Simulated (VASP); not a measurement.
# CdSe in VASP: further runs, part 2 of 2

VASP 6.6.1. Earlier steps stand in the parts before.

**4. Single point, PBE (shear xy strain +2.5%)**

INCAR reads:

```
  PREC = Accurate
  ENCUT = 520
  EDIFF = 1E-6
  ISMEAR = -1
  SIGMA = 0.02
  LREAL = False
  LASPH = True
  NELM = 80
  ALGO = Normal
  ISIF = 2
  LWAVE = False
  LCHARG = False
  GGA = PE
  NBANDS = 16
```

KPOINTS reads:

```
Automatic mesh
0
Gamma
  8 8 8
```

POSCAR reads:

```
CdSe
1.0
    0.0383472621      3.0677809650      3.0677809650
    3.0677809650      0.0383472621      3.0677809650
    3.1061282271      3.1061282271      0.0000000000
Cd Se
1 1
Direct
    0.0026743383      0.0026743383     -0.0026743383
    0.2473256617      0.2473256617      0.2526743383
```

Potentials or basis: VASP PAW PBE potentials, release 64 (Cd, Se).

Command:

```
> cat potpaw_PBE.64/Cd/POTCAR potpaw_PBE.64/Se/POTCAR > POTCAR
> mpirun -np 1 vasp_std > vasp.out
```

OUTCAR:

```text
PREC = Accurate
   ENCUT = 520
   EDIFF = 1E-6
   ISMEAR = -1
   LREAL = False
   LASPH = True
   NELM = 80
   ISIF = 2
   GGA = PE

 ion  position               nearest neighbor table
   1  0.003  0.003  0.997-   2 2.65   2 2.65   2 2.66   2 2.66
   2  0.247  0.247  0.253-   1 2.65   1 2.65   1 2.66   1 2.66

  LATTYP: Found a body centered orthorhombic cell.
 ALAT       =     4.2842662290
 B/A-ratio  =     1.0253164557
 C/A-ratio  =     1.4321149999

  Lattice vectors:

 A1 = (   3.0677809650,   0.0383472621,  -3.0677809650)
 A2 = (  -3.0677809650,  -0.0383472621,  -3.0677809650)
 A3 = (   0.0383472621,   3.0677809650,   3.0677809650)

Analysis of symmetry for initial positions (statically):
=====================================================================
 Subroutine PRICEL returns:
 Original cell was already a primitive cell.

 Routine SETGRP: Setting up the symmetry group for a
 body centered orthorhombic supercell.

 Subroutine GETGRP returns: Found  4 space group operations
 (whereof  4 operations were pure point group operations)
 out of a pool of  8 trial point group operations.

The static configuration has the point symmetry C_2v.

Analysis of symmetry for dynamics (positions and initial velocities):
=====================================================================
 Subroutine PRICEL returns:
 Original cell was already a primitive cell.

 Routine SETGRP: Setting up the symmetry group for a
 body centered orthorhombic supercell.

 Subroutine GETGRP returns: Found  4 space group operations
 (whereof  4 operations were pure point group operations)
 out of a pool of  8 trial point group operations.

The dynamic configuration has the point symmetry C_2v.

 Subroutine INISYM returns: Found  4 space group operations
 (whereof  4 operations are pure point group operations),
 and found     1 'primitive' translations

[... 105 lines left out ...]
   NELECT =      18.0000    total number of electrons
   NUPDOWN=      -1.0000    fix difference up-down
   EMIN   =  10.00;   EMAX   =-10.00  energy-range for DOS
   EFERMI =   0.00;   METHOD = LEGACY
   ISMEAR =    -1;   SIGMA  =   0.02  broadening in eV -4-tet -1-fermi 0-gaus
   EFERMI_NEDOS =   21; number of points for ismear=-14 and -15
   IALGO  =     38    algorithm
   IMIX   =      4    mixing-type and parameters
     AMIX     =   0.40;   BMIX     =  1.00
     AMIX_MAG =   1.60;   BMIX_MAG =  1.00
  volume/ion in A,a.u.               =      28.87       194.81
  Fermi-wavevector in a.u.,A,eV,Ry     =   1.110079  2.097745 16.766129  1.232276
  Thomas-Fermi vector in A             =   2.246626
   LORBIT       =      0    0 simple, 1 ext, 2 COOP (PROOUT), +10 PAW based schemes
   GGA     = PE    functional components
   LHFCALC =     F    Hartree Fock is set to
   AEXX    =    0.0000 exact exchange contribution
   IVDW    =     0    specifies the selected vdW correction
   LEPSILON=     F    determine dielectric tensor
   LRPA    =     F    only Hartree local field effects (RPA)
 non-spin polarized calculation
  energy-cutoff  :      520.00
  volume of cell :       57.73
 maximum number of plane-waves:      1573
   NGX = 17   NGY = 17   NGZ = 17

 number of electron      17.9999999 magnetization

 Free energy of the ion-electron system (eV)
  ---------------------------------------------------
  ext. energy  EPLUGINS =         0.00000000
  ---------------------------------------------------
  free energy    TOTEN  =        -5.48654794 eV

  energy without entropy =       -5.48654793  energy(sigma->0) =       -5.48654793

 E-fermi :   1.0428     XC(G=0):  -8.7689

 val. band max:        0.7938241759   @ k =   0.0000   0.0000   0.0000
 cond. band min:       1.2903169574   @ k =   0.0000   0.0000   0.0000
 fundamental gap:      0.4964927815
 Fermi energy:         1.0427528684

 k-point     1 :       0.0000    0.0000    0.0000
  band No.  band energies     occupation
      1     -11.7109      2.00000
      2      -7.1164      2.00000
      3      -7.1115      2.00000
      4      -7.1054      2.00000
      5      -6.7651      2.00000
      6      -6.7646      2.00000
[... 433 lines left out ...]
      3      -7.0426      2.00000
      4      -6.9531      2.00000
      5      -6.7762      2.00000
      6      -6.7487      2.00000
[... 8 lines left out ...]
     15      11.6935      0.00000
     16      12.0602      0.00000

 [... further k-points ...]
[... 5 lines left out ...]
  --------------------------------------------------------------------------------------
  -------------------------------------------------------------------------------------
  Total        0.6104462      0.6104462      0.6089190     -0.1909845      0.0000000     -0.0000000
  in kB       16.9403669     16.9403669     16.8979846     -5.2999715      0.0000000     -0.0000000
  external PRESSURE =      16.9262395 kB  Pullay stress =       0.0000000 kB

 VOLUME and BASIS-vectors are now :
 -----------------------------------------------------------------------------
  energy-cutoff  :      520.00
  volume of cell :       57.73
      direct lattice vectors                 reciprocal lattice vectors
     0.038347262  3.067780965  3.067780965    -0.165047348  0.165047348  0.162984257
     3.067780965  0.038347262  3.067780965     0.165047348 -0.165047348  0.162984257
     3.106128227  3.106128227  0.000000000     0.160972105  0.160972105 -0.162984257

 POSITION                                       TOTAL-FORCE (eV/Angst)
 -----------------------------------------------------------------------------------
      3.10613      3.10613      0.01641        -0.000000     -0.000000      0.000579
      1.55306      1.55306      1.51748         0.000000      0.000000     -0.000579
 -----------------------------------------------------------------------------------
    total drift:                                0.000015      0.000015     -0.000202

  FREE ENERGIE OF THE ION-ELECTRON SYSTEM (eV)
  ---------------------------------------------------
  free  energy   TOTEN  =        -5.4865479377 eV

  energy  without entropy=       -5.4865479288  energy(sigma->0) =       -5.48654793
```

stdout:

```text
POSCAR found type information on POSCAR CdSe
 POSCAR found :  2 types and       2 ions
 scaLAPACK will be used
 LDA part: xc-table for (Slater+PW92), standard interpolation
 POSCAR, INCAR and KPOINTS ok, starting setup
 FFT: planning ... GRIDC
 FFT: planning ... GRID_SOFT
 FFT: planning ... GRID
 WAVECAR not read
 entering main loop
```

Run time: 73 s. Hardware: 1 thread of Intel Xeon Platinum 8488C (Sapphire Rapids), shared host; peak memory 0.24 GiB.

Results:

* Free energy: -5.4865 eV
* Pressure: 1.7 GPa
* Band gap on the k mesh: 0.50 eV, direct

Caveat: the cell differs from its parent crystal (shear xy strain +2.5%).

**5. Summary**

| cell | gap on the mesh (eV) | pressure (GPa) |
| --- | --- | --- |
| a = 4.331 Å, angles 60.4°, 2 atoms | 0.52 | 1.4 |
| a = 4.455 Å, angles 58.3°, 2 atoms | 0.41 | -0.2 |
| a = 4.339, b = 4.339, c = 4.393 Å, angles 59.6, 59.6, 59.2°, 2 atoms | 0.50 | 1.7 |

Alike in all rows: task single point; level PBE; potentials or basis VASP PAW PBE potentials, release 64 (Cd, Se); no spin polarisation; k mesh 8 × 8 × 8; cutoff (eV) 520; smearing fermi-dirac 0.02 eV.

Absolute energies hang on the potentials; compare differences alone.
